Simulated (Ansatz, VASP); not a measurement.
## FeSi in VASP and in Ansatz

Contents of INCAR:

```
SYSTEM = FeSi
PREC = Accurate
ENCUT = 520
EDIFF = 1E-6
ISMEAR = 0
SIGMA = 0.01
LREAL = .FALSE.
LASPH = .TRUE.
NELM = 80
ALGO = Normal
ISIF = 2
LWAVE = .FALSE.
LCHARG = .FALSE.
GGA = PE
IBRION = 2
NSW = 50
EDIFFG = -0.01
```

Contents of KPOINTS:

```
Automatic mesh
0
G
  8 8 8
  0 0 0
```

File POSCAR:

```
FeSi
1.0
    4.5352068804      0.0000000000      0.0000000000
    0.0000000000      4.5352068804      0.0000000000
    0.0000000000      0.0000000000      4.5352068804
Fe Si
4 4
Direct
    0.1345070788      0.1345070788      0.1345070788
    0.3654929212      0.8654929212      0.6345070788
    0.6345070788      0.3654929212      0.8654929212
    0.8654929212      0.6345070788      0.3654929212
    0.8400466437      0.8400466437      0.8400466437
    0.6599533563      0.1599533563      0.3400466437
    0.3400466437      0.6599533563      0.1599533563
    0.1599533563      0.3400466437      0.6599533563
```

Input for Ansatz:

```yaml
crystal:
  lattice:
    - [4.5352068804, 0.0, 0.0]
    - [0.0, 4.5352068804, 0.0]
    - [0.0, 0.0, 4.5352068804]
  atoms:
    - { symbol: Fe, position: [0.1345070788, 0.1345070788, 0.1345070788] }
    - { symbol: Fe, position: [0.3654929212, 0.8654929212, 0.6345070788] }
    - { symbol: Fe, position: [0.6345070788, 0.3654929212, 0.8654929212] }
    - { symbol: Fe, position: [0.8654929212, 0.6345070788, 0.3654929212] }
    - { symbol: Si, position: [0.8400466437, 0.8400466437, 0.8400466437] }
    - { symbol: Si, position: [0.6599533563, 0.1599533563, 0.3400466437] }
    - { symbol: Si, position: [0.3400466437, 0.6599533563, 0.1599533563] }
    - { symbol: Si, position: [0.1599533563, 0.3400466437, 0.6599533563] }
basis:
  ecutwfc: 420
kpoints:
  mp_grid: { grid: [8, 8, 8] }
hamiltonian:
  xc: pbe
scf:
  occupations: { method: gaussian, width: 0.01 }
output:
  forces: true
  stress: true
  eigenvalues: true
relax:
  adjacent_minimum: "off"
  f_tol: 0.01
  max_steps: 30
```

Alike in both runs: task relaxation of the atoms; functional PBE; k mesh 8 × 8 × 8; occupations gaussian, width 0.01 eV; no spin polarisation.

|  | VASP | Ansatz |
| --- | --- | --- |
| version | VASP 6.6.1 | Ansatz 0.2.0 |
| potentials or method | VASP PAW PBE potentials, release 64 (Fe, Si), cutoff 520 eV | scalar-relativistic, plane waves, PAW |
| valence electrons in the cell | 48 | 80 |

VASP gave:

| Quantity | Value |
| --- | --- |
| gap on the k mesh at the Fermi level, each at its own relaxed structure (eV) | 0.16 |

Q: Estimate Ansatz's values.

A: gap on the k mesh at the Fermi level, each at its own relaxed structure (eV): 0.17.

VASP's potentials hold 48 valence electrons a cell and Ansatz's 80, so a difference there can come from the potentials and not from the codes. Ansatz's warnings: stress scf threshold loose.
